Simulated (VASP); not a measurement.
# ZnAu (Pm-3m) in VASP: a series of runs

The runs below take ZnAu through single point, with RPBE, r2SCAN, PBE.

All numbers are computed with VASP 6.6.1; they aren't measurements. Logs are shortened: lines on timing, memory, paths and dates and some standing lists are left out, and cuts for length are marked.

**1. The cell of the first run**

It takes space group Pm-3m (No. 221, cubic). Conventional cell: a = 3.147 Å, b = 3.147 Å, c = 3.147 Å, α = 90.00°, β = 90.00°, γ = 90.00°. Within 3.6 Å of Au (site symmetry m-3m) lie 8 Zn at 2.73 Å and 6 Au at 3.15 Å. Within 3.6 Å of Zn (site symmetry m-3m) lie 8 Au at 2.73 Å and 6 Zn at 3.15 Å.

**2. Single point, RPBE**

File INCAR:

```
SYSTEM = ZnAu
  PREC = Accurate
  ENCUT = 520
  EDIFF = 1E-6
  ISMEAR = -1
  SIGMA = 0.05
  LREAL = .False.
  LASPH = .True.
  NELM = 100
  ALGO = Normal
  ISIF = 2
  LWAVE = .False.
  LCHARG = .False.
  GGA = RP
  NBANDS = 18
```

File KPOINTS:

```
regular mesh
0
Gamma
  5 5 5
  0 0 0
```

File POSCAR:

```
ZnAu
1.0
    3.1470000000      0.0000000000      0.0000000000
    0.0000000000      3.1470000000      0.0000000000
    0.0000000000      0.0000000000      3.1470000000
Au Zn
1 1
Direct
    0.0000000000      0.0000000000      0.0000000000
    0.5000000000      0.5000000000      0.5000000000
```

Potentials or basis: VASP PAW PBE potentials, release 64 (Au, Zn).

The run is started by

```bash
$ cat potpaw_PBE.64/Au/POTCAR potpaw_PBE.64/Zn/POTCAR > POTCAR
$ mpirun -np 1 vasp_std > vasp.out
```

OUTCAR:

```text
SYSTEM = ZnAu
   PREC = Accurate
   ENCUT = 520
   EDIFF = 1E-6
   ISMEAR = -1
   LREAL = .False.
   LASPH = .True.
   NELM = 100
   ISIF = 2
   GGA = RP

 ion  position               nearest neighbor table
   1  0.000  0.000  0.000-   2 2.73   2 2.73   2 2.73   2 2.73   2 2.73   2 2.73   2 2.73   2 2.73

   2  0.500  0.500  0.500-   1 2.73   1 2.73   1 2.73   1 2.73   1 2.73   1 2.73   1 2.73   1 2.73

  LATTYP: Found a simple cubic cell.
 ALAT       =     3.1470000000

  Lattice vectors:

 A1 = (   3.1470000000,   0.0000000000,   0.0000000000)
 A2 = (   0.0000000000,   3.1470000000,   0.0000000000)
 A3 = (   0.0000000000,   0.0000000000,   3.1470000000)

Analysis of symmetry for initial positions (statically):
=====================================================================
 Subroutine PRICEL returns:
 Original cell was already a primitive cell.

 Routine SETGRP: Setting up the symmetry group for a
 simple cubic supercell.

 Subroutine GETGRP returns: Found 48 space group operations
 (whereof 48 operations were pure point group operations)
 out of a pool of 48 trial point group operations.

The static configuration has the point symmetry O_h .

Analysis of symmetry for dynamics (positions and initial velocities):
=====================================================================
 Subroutine PRICEL returns:
 Original cell was already a primitive cell.

 Routine SETGRP: Setting up the symmetry group for a
 simple cubic supercell.

 Subroutine GETGRP returns: Found 48 space group operations
 (whereof 48 operations were pure point group operations)
 out of a pool of 48 trial point group operations.

The dynamic configuration has the point symmetry O_h .

 Subroutine INISYM returns: Found 48 space group operations
 (whereof 48 operations are pure point group operations),
 and found     1 'primitive' translations

----------------------------------------------------------------------------------------

                                     Primitive cell

  volume of cell :      31.1667

  direct lattice vectors                    reciprocal lattice vectors
     3.147000000  0.000000000  0.000000000     0.317762949  0.000000000  0.000000000
     0.000000000  3.147000000  0.000000000     0.000000000  0.317762949  0.000000000
     0.000000000  0.000000000  3.147000000     0.000000000  0.000000000  0.317762949

  length of vectors
     3.147000000  3.147000000  3.147000000     0.317762949  0.317762949  0.317762949

  position of ions in fractional coordinates (direct lattice)
     0.000000000  0.000000000  0.000000000
     0.500000000  0.500000000  0.500000000

  ion indices of the primitive-cell ions
   primitive index   ion index
                 1           1
                 2           2

----------------------------------------------------------------------------------------

 KPOINTS: regular mesh

Automatic generation of k-mesh.
 Grid dimensions read from file:
 generate k-points for:    5    5    5

 Generating k-lattice:

  Cartesian coordinates                     Fractional coordinates (reciprocal lattice)
     0.063552590  0.000000000  0.000000000     0.200000000  0.000000000  0.000000000
     0.000000000  0.063552590  0.000000000     0.000000000  0.200000000  0.000000000
     0.000000000  0.000000000  0.063552590     0.000000000  0.000000000  0.200000000

  Length of vectors
     0.063552590  0.063552590  0.063552590

  Shift w.r.t. Gamma in fractional coordinates (k-lattice)
     0.000000000  0.000000000  0.000000000

 Subroutine IBZKPT returns following result:
 ===========================================

 Found     10 irreducible k-points:

 Following reciprocal coordinates:
            Coordinates               Weight
  0.000000  0.000000  0.000000      1.000000
  0.200000  0.000000  0.000000      6.000000
  0.400000  0.000000  0.000000      6.000000
  0.200000  0.200000  0.000000     12.000000
  0.400000  0.200000  0.000000     24.000000
  0.400000  0.400000  0.000000     12.000000
  0.200000  0.200000  0.200000      8.000000
  0.400000  0.200000  0.200000     24.000000
  0.400000  0.400000  0.200000     24.000000
  0.400000  0.400000  0.400000      8.000000
   k-points           NKPTS =     10   k-points in BZ     NKDIM =     10   number of bands    NBANDS=     18
   number of dos      NEDOS =    301   number of ions     NIONS =      2
   total plane-waves  NPLWV =  13824
   dimension x,y,z NGX =    24 NGY =   24 NGZ =   24
   dimension x,y,z NGXF=    48 NGYF=   48 NGZF=   48
   ions per type =               1   1
   NGX,Y,Z   is equivalent  to a cutoff of  12.68, 12.68, 12.68 a.u.
   NGXF,Y,Z  is equivalent  to a cutoff of  25.36, 25.36, 25.36 a.u.
 SYSTEM =  ZnAu
   PREC   = accura    normal or accurate (medium, high low for compatibility)
   ISTART =      0    job   : 0-new  1-cont  2-samecut
   ICHARG =      2    charge: 1-file 2-atom 10-const
   ISPIN  =      1    spin polarized calculation?
   LNONCOLLINEAR =      F non collinear calculations
   LSORBIT =      F    spin-orbit coupling
   LASPH  =      T    aspherical Exc in radial PAW
   ENCUT  =  520.0 eV  38.22 Ry    6.18 a.u.   5.85  5.85  5.85*2*pi/ulx,y,z
   NELM   =    100;   NELMIN=  2; NELMDL= -5     # of ELM steps
   EDIFF  = 0.1E-05   stopping-criterion for ELM
   LREAL  =      F    real-space projection
   EDIFFG = 0.1E-04   stopping-criterion for IOM
   NSW    =      0    number of steps for IOM
   IBRION =     -1    ionic relax: 0-MD 1-quasi-New 2-CG
   NFREE  =      0    steps in history (QN), initial steepest desc. (CG)
   ISIF   =      2    stress and relaxation
   ISYM   =      2    0-nonsym 1-usesym 2-fastsym
   POTIM  = 0.5000    time-step for ionic-motion
   TEBEG  =    0.0;   TEEND  =   0.0 temperature during run
   PSTRESS=    0.0 pullay stress
   NELECT =      23.0000    total number of electrons
   NUPDOWN=      -1.0000    fix difference up-down
   EMIN   =  10.00;   EMAX   =-10.00  energy-range for DOS
   EFERMI =   0.00;   METHOD = LEGACY
   ISMEAR =    -1;   SIGMA  =   0.05  broadening in eV -4-tet -1-fermi 0-gaus
   EFERMI_NEDOS =   21; number of points for ismear=-14 and -15
   IALGO  =     38    algorithm
   IMIX   =      4    mixing-type and parameters
     AMIX     =   0.40;   BMIX     =  1.00
     AMIX_MAG =   1.60;   BMIX_MAG =  1.00
  volume/ion in A,a.u.               =      15.58       105.16
  Fermi-wavevector in a.u.,A,eV,Ry     =   1.479406  2.795672 29.778283  2.188642
  Thomas-Fermi vector in A             =   2.593568
   LORBIT       =      0    0 simple, 1 ext, 2 COOP (PROOUT), +10 PAW based schemes
   GGA     = RP    functional components
   LHFCALC =     F    Hartree Fock is set to
   AEXX    =    0.0000 exact exchange contribution
   IVDW    =     0    specifies the selected vdW correction
   LEPSILON=     F    determine dielectric tensor
   LRPA    =     F    only Hartree local field effects (RPA)
 non-spin polarized calculation
  energy-cutoff  :      520.00
  volume of cell :       31.17
 maximum number of plane-waves:       847
 NGX is ok and might be reduce to    24
   NGX = 11   NGY = 11   NGZ = 11

 number of electron      23.0000000 magnetization

 Free energy of the ion-electron system (eV)
  ---------------------------------------------------
  ext. energy  EPLUGINS =         0.00000000
  ---------------------------------------------------
  free energy    TOTEN  =        -3.75547344 eV

  energy without entropy =       -3.75100422  energy(sigma->0) =       -3.75323883

 E-fermi :   6.9991     XC(G=0): -12.2664

 val. band max:        6.9862157400   @ k =   0.4000   0.4000   0.4000
 cond. band min:       7.7637531667   @ k =   0.4000   0.4000   0.2000
 fundamental gap:      0.7775374267
 Fermi energy:         6.9990989657

 k-point     1 :       0.0000    0.0000    0.0000
  band No.  band energies     occupation
      1      -3.3728      2.00000
      2      -0.8948      2.00000
      3      -0.8948      2.00000
      4      -0.2003      2.00000
      5      -0.2003      2.00000
      6      -0.2003      2.00000
[... 10 lines left out ...]
     17      19.3183      0.00000
     18      25.4925      0.00000

 k-point     2 :       0.2000    0.0000    0.0000
  band No.  band energies     occupation
      1      -2.6790      2.00000
      2      -0.7492      2.00000
      3      -0.7072      2.00000
      4      -0.2063      2.00000
      5      -0.2063      2.00000
      6      -0.1469      2.00000
[... 10 lines left out ...]
     17      22.5960      0.00000
     18      24.5950      0.00000

 k-point     3 :       0.4000    0.0000    0.0000
  band No.  band energies     occupation
      1      -0.9655      2.00000
      2      -0.4732      2.00000
      3      -0.4050      2.00000
      4      -0.2063      2.00000
      5      -0.2063      2.00000
      6      -0.0566      2.00000
[... 10 lines left out ...]
     17      20.4956      0.00000
     18      20.4958      0.00000

 k-point     4 :       0.2000    0.2000    0.0000
  band No.  band energies     occupation
      1      -2.0630      2.00000
      2      -0.6611      2.00000
      3      -0.5339      2.00000
      4      -0.3079      2.00000
      5      -0.1841      2.00000
      6      -0.1052      2.00000
[... 10 lines left out ...]
     17      22.5360      0.00000
     18      22.6646      0.00000

 k-point     5 :       0.4000    0.2000    0.0000
  band No.  band energies     occupation
      1      -0.9408      2.00000
      2      -0.5991      2.00000
      3      -0.3387      2.00000
      4      -0.2751      2.00000
      5      -0.1966      2.00000
      6       0.3468      2.00000
[... 10 lines left out ...]
     17      20.7794      0.00000
     18      21.7836      0.00000

 k-point     6 :       0.4000    0.4000    0.0000
  band No.  band energies     occupation
      1      -1.0381      2.00000
      2      -0.8932      2.00000
      3      -0.5003      2.00000
      4      -0.4356      2.00000
      5       0.0381      2.00000
      6       0.8010      2.00000
[... 10 lines left out ...]
     17      20.3862      0.00000
     18      21.8321      0.00000

 k-point     7 :       0.2000    0.2000    0.2000
  band No.  band energies     occupation
      1      -1.4803      2.00000
      2      -0.4789      2.00000
      3      -0.4789      2.00000
      4      -0.3315      2.00000
      5      -0.3315      2.00000
      6      -0.1368      2.00000
[... 10 lines left out ...]
     17      20.3014      0.00000
     18      23.2417      0.00000

 k-point     8 :       0.4000    0.2000    0.2000
  band No.  band energies     occupation
      1      -0.7539      2.00000
      2      -0.4527      2.00000
      3      -0.3901      2.00000
      4      -0.3614      2.00000
      5      -0.2566      2.00000
      6       0.4328      2.00000
[... 10 lines left out ...]
     17      20.7956      0.00000
     18      23.7528      0.00000

 k-point     9 :       0.4000    0.4000    0.2000
  band No.  band energies     occupation
      1      -0.7906      2.00000
      2      -0.6289      2.00000
      3      -0.5046      2.00000
      4      -0.4375      2.00000
      5       0.0282      2.00000
      6       0.7854      2.00000
[... 10 lines left out ...]
     17      18.0921      0.00000
     18      20.7491      0.00000

 k-point    10 :       0.4000    0.4000    0.4000
  band No.  band energies     occupation
      1      -0.6090      2.00000
      2      -0.4783      2.00000
      3      -0.4783      2.00000
      4      -0.0163      2.00000
      5      -0.0163      2.00000
      6       0.7339      2.00000
[... 10 lines left out ...]
     17      14.4609      0.00000
     18      16.9527      0.00000

------------------------ aborting loop because EDIFF is reached ----------------------------------------

  FORCE on cell =-STRESS in cart. coord.  units (eV):
  Direction    XX          YY          ZZ          XY          YZ          ZX
  --------------------------------------------------------------------------------------
  -------------------------------------------------------------------------------------
  Total        1.8430048      1.8430048      1.8430048      0.0000000     -0.0000000      0.0000000
  in kB       94.7429337     94.7429337     94.7429337      0.0000000     -0.0000000      0.0000000
  external PRESSURE =      94.7429337 kB  Pullay stress =       0.0000000 kB

 VOLUME and BASIS-vectors are now :
 -----------------------------------------------------------------------------
  energy-cutoff  :      520.00
  volume of cell :       31.17
      direct lattice vectors                 reciprocal lattice vectors
     3.147000000  0.000000000  0.000000000     0.317762949  0.000000000  0.000000000
     0.000000000  3.147000000  0.000000000     0.000000000  0.317762949  0.000000000
     0.000000000  0.000000000  3.147000000     0.000000000  0.000000000  0.317762949

 POSITION                                       TOTAL-FORCE (eV/Angst)
 -----------------------------------------------------------------------------------
      0.00000      0.00000      0.00000         0.000000      0.000000      0.000000
      1.57350      1.57350      1.57350         0.000000      0.000000      0.000000
 -----------------------------------------------------------------------------------
    total drift:                                0.000000      0.000000     -0.000000

  FREE ENERGIE OF THE ION-ELECTRON SYSTEM (eV)
  ---------------------------------------------------
  free  energy   TOTEN  =        -3.7554734364 eV

  energy  without entropy=       -3.7510042229  energy(sigma->0) =       -3.75323883
```

Wall time 8.4 s (1 thread of Intel Xeon Platinum 8259CL at 2.50GHz (Skylake/Cascade Lake), shared host); peak memory 0.14 GiB.

What came out:

```
Free energy : -3.7555 eV
Pressure    : 9.5 GPa
```

Caveat: the k points lie up to 0.40 Å⁻¹ apart; the PAW data sets were made with another functional, which shifts forces and pressure a little; spin-orbit coupling is left out, which moves the levels of the heavy elements.

[end of part 1 of 2]
